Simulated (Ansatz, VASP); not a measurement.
**ScAlN2: VASP beside Ansatz**

Contents of INCAR:

```
ALGO     = Normal         # electronic algorithm
EDIFF    = 1E-7           # SCF threshold, eV
ENCUT    = 520            # plane-wave cutoff, eV
GGA      = PE             # functional
ISIF     = 2              # what is computed and relaxed
ISMEAR   = 0              # smearing method
LASPH    = True           # aspherical terms in the spheres
LCHARG   = False          # write CHGCAR
LREAL    = False          # projectors in reciprocal space
LWAVE    = False          # write WAVECAR
NBANDS   = 20             # bands
NELM     = 60             # most SCF steps
PREC     = Accurate       # precision mode
SIGMA    = 0.01           # smearing width, eV
```

File KPOINTS:

```
k-points
0
Gamma
  8 8 6
```

POSCAR

```
ScAlN2
1.0
    3.0289076409      0.0000000000      0.0000000000
    0.0000000000      3.0289076409      0.0000000000
    0.0000000000      0.0000000000      4.3017929090
Sc N Al
1 2 1
Direct
    0.0000000000      0.0000000000      0.0000000000
    0.0000000000      0.0000000000      0.5000000000
    0.5000000000      0.5000000000      0.0000000000
    0.5000000000      0.5000000000      0.5000000000
```

Input for Ansatz:

```yaml
crystal:
  lattice:
    - [3.0289076409, 0.0, 0.0]
    - [0.0, 3.0289076409, 0.0]
    - [0.0, 0.0, 4.301792909]
  atoms:
    - { symbol: Sc, position: [0.0, 0.0, 0.0] }
    - { symbol: "N", position: [0.0, 0.0, 0.5] }
    - { symbol: Al, position: [0.5, 0.5, 0.5] }
    - { symbol: "N", position: [0.5, 0.5, 0.0] }
kpoints:
  mp_grid: { grid: [8, 8, 6] }
hamiltonian:
  xc: pbe
scf:
  occupations: { method: fixed }
  n_extra_bands: 5
output:
  forces: true
  stress: true
  eigenvalues: true
```

Alike in both runs: task single point; functional PBE; k mesh 8 × 8 × 6; no spin polarisation.

```csv
,VASP,Ansatz
version,VASP 6.6.1,Ansatz 0.2.0
potentials or method,"VASP PAW PBE potentials, release 64 (Sc_sv, N, Al)","plane waves, PAW"
plane-wave cutoff (eV),520,420
occupations,"gaussian, width 0.01 eV",fixed
valence electrons in the cell,24,24
```

```tsv
	VASP	Ansatz	Ansatz less VASP
gap on the k mesh at the Fermi level (eV)	0.65	0.68	+0.029
pressure (GPa)	7.7	6.9	-0.80
```
